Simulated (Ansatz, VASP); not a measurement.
# CaO: VASP beside Ansatz

```
CELL_PARAMETERS angstrom
-1.57113 1.57113 5.31646
1.57113 -1.57113 5.31646
1.57113 1.57113 -5.31646
ATOMIC_POSITIONS crystal
Ca 0.54200 0.54200 0.00000
Ca 0.29200 0.79200 0.50000
O 0.95800 0.95800 0.00000
O 0.70800 0.20800 0.50000
```

Alike in both runs: task single point; functional PBE; k mesh 8 × 8 × 8; occupations gaussian, width 0.1 eV; no spin polarisation.

|  | VASP | Ansatz |
| --- | --- | --- |
| version | VASP 6.6.1 | Ansatz 0.2.0 |
| potentials or method | VASP PAW PBE potentials, release 64 (Ca_sv, O), cutoff 520 eV | scalar-relativistic, plane waves, PAW |
| valence electrons in the cell | 32 | 32 |

Ansatz gave:

| Quantity | Value |
| --- | --- |
| gap on the k mesh at the Fermi level (eV) | 3.65 |
| least direct gap on the mesh (eV) | 3.75 |
| pressure (GPa) | 6.7 |
| traceless stress, the component that is largest in VASP (GPa) | 12.08 |
| rms of the force components (eV/Å) | 0.044 |

Q: Estimate VASP's values.

A: gap on the k mesh at the Fermi level (eV): 3.64; least direct gap on the mesh (eV): 3.74; pressure (GPa): 7.4; traceless stress, the component that is largest in VASP (GPa): 12.01; rms of the force components (eV/Å): 0.047.

Atom by atom the forces differ by 0.003 eV/Å (rms over components).
